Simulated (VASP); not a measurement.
# Ba2C (Fm-3m) in VASP: single point with HSE06

Aim: the single point of Ba2C with HSE06.

Program: VASP 6.6.1. These are calculated values, not measurements. Logs are shortened: lines on timing, memory, paths and dates and some standing lists are left out, and cuts for length are marked.

### Step 1. The cell of the first run

Symmetry: Fm-3m, No. 225, cubic system. Conventional cell: a = 7.027 Å, b = 7.027 Å, c = 7.027 Å, α = 90.00°, β = 90.00°, γ = 90.00°. Within 4.0 Å of C (site symmetry m-3m) lie 8 Ba at 3.04 Å. Ba (site symmetry -43m) has 4 C at 3.04 Å and 6 Ba at 3.51 Å within 4.0 Å.

### Step 2. Single point, HSE06

Input file POSCAR:

```
Ba2C
1.0
    0.0000000000      3.5132725409      3.5132725409
    3.5132725409      0.0000000000      3.5132725409
    3.5132725409      3.5132725409      0.0000000000
C Ba
1 2
Direct
    0.0000000000      0.0000000000      0.0000000000
    0.2500000000      0.2500000000      0.2500000000
    0.7500000000      0.7500000000      0.7500000000
```

Input file INCAR.step1:

```
PREC = Accurate
ENCUT = 520
EDIFF = 1E-5
ISMEAR = -1
SIGMA = 0.02
LREAL = F
LASPH = T
NELM = 100
ALGO = Normal
ISIF = 2
LWAVE = T
LCHARG = F
GGA = PE
NBANDS = 19
```

Input file INCAR.step2:

```
PREC = Accurate
ENCUT = 520
EDIFF = 1E-6
ISMEAR = -1
SIGMA = 0.02
LREAL = F
LASPH = T
NELM = 100
ALGO = Normal
ISIF = 2
LWAVE = F
LCHARG = F
GGA = PE
LHFCALC = T
HFSCREEN = 0.2079
PRECFOCK = Normal
ISTART = 1
NBANDS = 19
```

Input file KPOINTS:

```
regular mesh
0
Gamma
  4 4 4
```

Potentials or basis: VASP PAW PBE potentials, release 64 (C, Ba_sv).

The run is started by

```
$ cat potpaw_PBE.64/C/POTCAR potpaw_PBE.64/Ba_sv/POTCAR > POTCAR
$ cp INCAR.step1 INCAR
$ mpirun -np 1 vasp_std > vasp.out
$ cp INCAR.step2 INCAR
$ mpirun -np 1 vasp_std > vasp.out
```

OUTCAR:

```text
PREC = Accurate
   ENCUT = 520
   EDIFF = 1E-6
   ISMEAR = -1
   LREAL = F
   LASPH = T
   NELM = 100
   ISIF = 2
   GGA = PE
   LHFCALC = T
   HFSCREEN = 0.2079
   PRECFOCK = Normal
   ISTART = 1

 ion  position               nearest neighbor table
   1  0.000  0.000  0.000-   3 3.04   3 3.04   3 3.04   2 3.04   2 3.04   2 3.04   3 3.04   2 3.04

   2  0.250  0.250  0.250-   1 3.04   1 3.04   1 3.04   1 3.04   3 3.51   3 3.51   3 3.51   3 3.51
                             3 3.51   3 3.51
   3  0.750  0.750  0.750-   1 3.04   1 3.04   1 3.04   1 3.04   2 3.51   2 3.51   2 3.51   2 3.51
                             2 3.51   2 3.51

  LATTYP: Found a face centered cubic cell.
 ALAT       =     7.0265450818

  Lattice vectors:

 A1 = (   0.0000000000,   3.5132725409,   3.5132725409)
 A2 = (   3.5132725409,   0.0000000000,   3.5132725409)
 A3 = (   3.5132725409,   3.5132725409,   0.0000000000)

Analysis of symmetry for initial positions (statically):
=====================================================================
 Subroutine PRICEL returns:
 Original cell was already a primitive cell.

 Routine SETGRP: Setting up the symmetry group for a
 face centered cubic supercell.

 Subroutine GETGRP returns: Found 48 space group operations
 (whereof 48 operations were pure point group operations)
 out of a pool of 48 trial point group operations.

The static configuration has the point symmetry O_h .

Analysis of symmetry for dynamics (positions and initial velocities):
=====================================================================
 Subroutine PRICEL returns:
 Original cell was already a primitive cell.

 Routine SETGRP: Setting up the symmetry group for a
 face centered cubic supercell.

 Subroutine GETGRP returns: Found 48 space group operations
 (whereof 48 operations were pure point group operations)
 out of a pool of 48 trial point group operations.

The dynamic configuration has the point symmetry O_h .

 Subroutine INISYM returns: Found 48 space group operations
 (whereof 48 operations are pure point group operations),
 and found     1 'primitive' translations

----------------------------------------------------------------------------------------

                                     Primitive cell

  volume of cell :      86.7292

  direct lattice vectors                    reciprocal lattice vectors
     0.000000000  3.513272541  3.513272541    -0.142317453  0.142317453  0.142317453
     3.513272541  0.000000000  3.513272541     0.142317453 -0.142317453  0.142317453
     3.513272541  3.513272541  0.000000000     0.142317453  0.142317453 -0.142317453

  length of vectors
     4.968517676  4.968517676  4.968517676     0.246501060  0.246501060  0.246501060

  position of ions in fractional coordinates (direct lattice)
     0.000000000  0.000000000  0.000000000
     0.250000000  0.250000000  0.250000000
     0.750000000  0.750000000  0.750000000

  ion indices of the primitive-cell ions
   primitive index   ion index
                 1           1
                 2           2
                 3           3

----------------------------------------------------------------------------------------

 KPOINTS: regular mesh

Automatic generation of k-mesh.
 Grid dimensions read from file:
 generate k-points for:    4    4    4

 Generating k-lattice:

  Cartesian coordinates                     Fractional coordinates (reciprocal lattice)
    -0.035579363  0.035579363  0.035579363     0.250000000  0.000000000  0.000000000
     0.035579363 -0.035579363  0.035579363     0.000000000  0.250000000  0.000000000
     0.035579363  0.035579363 -0.035579363     0.000000000  0.000000000  0.250000000

  Length of vectors
     0.061625265  0.061625265  0.061625265

  Shift w.r.t. Gamma in fractional coordinates (k-lattice)
     0.000000000  0.000000000  0.000000000

 Subroutine IBZKPT returns following result:
 ===========================================

 Found      8 irreducible k-points:

 Following reciprocal coordinates:
            Coordinates               Weight
  0.000000  0.000000  0.000000      1.000000
  0.250000  0.000000  0.000000      8.000000
  0.500000  0.000000  0.000000      4.000000
  0.250000  0.250000  0.000000      6.000000
  0.500000  0.250000  0.000000     24.000000
 -0.250000  0.250000  0.000000     12.000000
  0.500000  0.500000  0.000000      3.000000
 -0.250000  0.500000  0.250000      6.000000
   k-points           NKPTS =      8   k-points in BZ     NKDIM =     64   number of bands    NBANDS=     19
   number of dos      NEDOS =    301   number of ions     NIONS =      3
   total plane-waves  NPLWV =  64000
   dimension x,y,z NGX =    40 NGY =   40 NGZ =   40
   dimension x,y,z NGXF=    80 NGYF=   80 NGZF=   80
   ions per type =               1   2
   NGX,Y,Z   is equivalent  to a cutoff of  13.38, 13.38, 13.38 a.u.
   NGXF,Y,Z  is equivalent  to a cutoff of  26.77, 26.77, 26.77 a.u.
 SYSTEM =  unknown system
   PREC   = accura    normal or accurate (medium, high low for compatibility)
   ISTART =      1    job   : 0-new  1-cont  2-samecut
   ICHARG =      0    charge: 1-file 2-atom 10-const
   ISPIN  =      1    spin polarized calculation?
   LNONCOLLINEAR =      F non collinear calculations
   LSORBIT =      F    spin-orbit coupling
   LASPH  =      T    aspherical Exc in radial PAW
   ENCUT  =  520.0 eV  38.22 Ry    6.18 a.u.   9.24  9.24  9.24*2*pi/ulx,y,z
   NELM   =    100;   NELMIN=  2; NELMDL=  0     # of ELM steps
   EDIFF  = 0.1E-05   stopping-criterion for ELM
   LREAL  =      F    real-space projection
   EDIFFG = 0.1E-04   stopping-criterion for IOM
   NSW    =      0    number of steps for IOM
   IBRION =     -1    ionic relax: 0-MD 1-quasi-New 2-CG
   NFREE  =      0    steps in history (QN), initial steepest desc. (CG)
   ISIF   =      2    stress and relaxation
   ISYM   =      3    0-nonsym 1-usesym 2-fastsym
   POTIM  = 0.5000    time-step for ionic-motion
   TEBEG  =    0.0;   TEEND  =   0.0 temperature during run
   PSTRESS=    0.0 pullay stress
   NELECT =      24.0000    total number of electrons
   NUPDOWN=      -1.0000    fix difference up-down
   EMIN   =  10.00;   EMAX   =-10.00  energy-range for DOS
   EFERMI =   0.00;   METHOD = LEGACY
   ISMEAR =    -1;   SIGMA  =   0.02  broadening in eV -4-tet -1-fermi 0-gaus
   EFERMI_NEDOS =   21; number of points for ismear=-14 and -15
   IALGO  =     38    algorithm
   IMIX   =      1    mixing-type and parameters
     AMIX     =   0.40;   BMIX     =  1.00
     AMIX_MAG =   1.60;   BMIX_MAG =  1.00
  volume/ion in A,a.u.               =      28.91       195.09
  Fermi-wavevector in a.u.,A,eV,Ry     =   1.066817  2.015992 15.484781  1.138099
  Thomas-Fermi vector in A             =   2.202414
   LORBIT       =      0    0 simple, 1 ext, 2 COOP (PROOUT), +10 PAW based schemes
   GGA     = PE    functional components
   LHFCALC =     T    Hartree Fock is set to
   PRECFOCK=normal    Normal, Fast or Accurate (Low or Medium for compatibility)
   ENCUT4O =  -1.0   cutoff for four orbital integrals eV
   NKREDX  =     1    reduce k-point grid by
   NKREDY  =     1    reduce k-point grid by
   NKREDZ  =     1    reduce k-point grid by
   AEXX    =    0.2500 exact exchange contribution
   HFSCREEN=    0.2079 screening length (either q_TF or 0.3 A-1)
   HFSCREENC=   0.2079 screening length for correlation (either q_TF or 0.3 A-1)
   ENCUTFOCK=  -1.0 apply spherical cutoff to Coloumb kernel
   IVDW    =     0    specifies the selected vdW correction
   LEPSILON=     F    determine dielectric tensor
   LRPA    =     F    only Hartree local field effects (RPA)
 non-spin polarized calculation
  energy-cutoff  :      520.00
  volume of cell :       86.73
 maximum number of plane-waves:      2346
 NGX is ok and might be reduce to    40
  NGX = 28; NGY = 28; NGZ = 28

 number of electron      23.9999999 magnetization

 Free energy of the ion-electron system (eV)
  ---------------------------------------------------
  ext. energy  EPLUGINS =         0.00000000
  ---------------------------------------------------
  free energy    TOTEN  =       -11.75688013 eV

  energy without entropy =      -11.75340314  energy(sigma->0) =      -11.75514164

 E-fermi :   3.2101     XC(G=0):  -7.6816

 val. band max:        3.2016038999   @ k =   0.5000   0.5000   0.0000
 cond. band min:       3.5647915560   @ k =   0.0000   0.0000   0.0000
 fundamental gap:      0.3631876561
 Fermi energy:         3.2100646555

 k-point     1 :       0.0000    0.0000    0.0000
  band No.  band energies     occupation
      1     -27.3847      2.00000
      2     -26.6956      2.00000
      3     -11.8658      2.00000
      4     -11.8658      2.00000
      5     -11.8658      2.00000
      6     -10.5874      2.00000
[... 11 lines left out ...]
     18       8.4793      0.00000
     19      11.3476      0.00000

 k-point     2 :       0.2500    0.0000    0.0000
  band No.  band energies     occupation
      1     -27.2826      2.00000
      2     -26.7952      2.00000
      3     -11.8100      2.00000
      4     -11.7283      2.00000
      5     -11.7283      2.00000
      6     -11.0157      2.00000
[... 11 lines left out ...]
     18       7.9214      0.00000
     19      10.7960      0.00000

 k-point     3 :       0.5000    0.0000    0.0000
  band No.  band energies     occupation
      1     -27.0379      2.00000
      2     -27.0374      2.00000
      3     -11.6701      2.00000
      4     -11.4653      2.00000
      5     -11.3542      2.00000
      6     -11.3542      2.00000
[... 11 lines left out ...]
     18       7.8292      0.00000
     19       7.8292      0.00000

 k-point     4 :       0.2500    0.2500    0.0000
  band No.  band energies     occupation
      1     -27.2659      2.00000
      2     -26.8064      2.00000
      3     -12.0490      2.00000
      4     -12.0490      2.00000
      5     -11.7869      2.00000
      6     -11.0802      2.00000
[... 11 lines left out ...]
     18       7.9961      0.00000
     19       8.3721      0.00000

 k-point     5 :       0.5000    0.2500    0.0000
  band No.  band energies     occupation
      1     -27.1135      2.00000
      2     -26.9514      2.00000
      3     -12.3621      2.00000
      4     -12.0338      2.00000
      5     -11.9683      2.00000
      6     -10.7215      2.00000
[... 11 lines left out ...]
     18       8.6639      0.00000
     19       9.0488      0.00000

 k-point     6 :      -0.2500    0.2500    0.0000
  band No.  band energies     occupation
      1     -27.1503      2.00000
      2     -26.9202      2.00000
      3     -12.2908      2.00000
      4     -11.6760      2.00000
      5     -11.4799      2.00000
      6     -11.2781      2.00000
[... 11 lines left out ...]
     18       8.2670      0.00000
     19       8.5988      0.00000

 k-point     7 :       0.5000    0.5000    0.0000
  band No.  band energies     occupation
      1     -27.1416      2.00000
      2     -26.9129      2.00000
      3     -12.7269      2.00000
      4     -12.2195      2.00000
      5     -12.2195      2.00000
      6     -10.3613      2.00000
[... 11 lines left out ...]
     18       8.3233      0.00000
     19       8.3352      0.00000

 k-point     8 :      -0.2500    0.5000    0.2500
  band No.  band energies     occupation
      1     -27.0296      2.00000
      2     -27.0296      2.00000
      3     -12.5767      2.00000
      4     -12.3963      2.00000
      5     -11.3693      2.00000
      6     -11.3693      2.00000
[... 11 lines left out ...]
     18       7.5806      0.00000
     19       9.5584      0.00000

------------------------ aborting loop because EDIFF is reached ----------------------------------------

  FORCE on cell =-STRESS in cart. coord.  units (eV):
  Direction    XX          YY          ZZ          XY          YZ          ZX
  --------------------------------------------------------------------------------------
  -------------------------------------------------------------------------------------
  Total        0.6297660      0.6297660      0.6297660     -0.0000000      0.0000000     -0.0000000
  in kB       11.6338721     11.6338721     11.6338721     -0.0000000      0.0000000     -0.0000000
  external PRESSURE =      11.6338721 kB  Pullay stress =       0.0000000 kB

 VOLUME and BASIS-vectors are now :
 -----------------------------------------------------------------------------
  energy-cutoff  :      520.00
  volume of cell :       86.73
      direct lattice vectors                 reciprocal lattice vectors
     0.000000000  3.513272541  3.513272541    -0.142317453  0.142317453  0.142317453
     3.513272541  0.000000000  3.513272541     0.142317453 -0.142317453  0.142317453
     3.513272541  3.513272541  0.000000000     0.142317453  0.142317453 -0.142317453

 POSITION                                       TOTAL-FORCE (eV/Angst)
 -----------------------------------------------------------------------------------
      0.00000      0.00000      0.00000        -0.000000      0.000000      0.000000
      1.75664      1.75664      1.75664        -0.000000     -0.000000     -0.000000
      5.26991      5.26991      5.26991         0.000000      0.000000      0.000000
 -----------------------------------------------------------------------------------
    total drift:                               -0.000000     -0.000000     -0.000000

  FREE ENERGIE OF THE ION-ELECTRON SYSTEM (eV)
  ---------------------------------------------------
  free  energy   TOTEN  =       -11.7568801329 eV

  energy  without entropy=      -11.7534031373  energy(sigma->0) =      -11.75514164
```

Wall time 32 min (1 thread of Intel Xeon Platinum 8259CL at 2.50GHz (Skylake/Cascade Lake), shared host); peak memory 0.35 GiB.

What came out:

```
Free energy            : -11.7569 eV
Pressure               : 1.2 GPa
Band gap on the k mesh : zero (filled and empty bands touch)
```

Caveat: the k points lie up to 0.39 Å⁻¹ apart; the structure was generated, so it needn't be the stable form of Ba2C; the PAW data sets were made with another functional, which shifts forces and pressure a little; spin-orbit coupling is left out, which moves the levels of the heavy elements.

The gap in the log of VASP goes by the Fermi energy; the results here count the filled bands.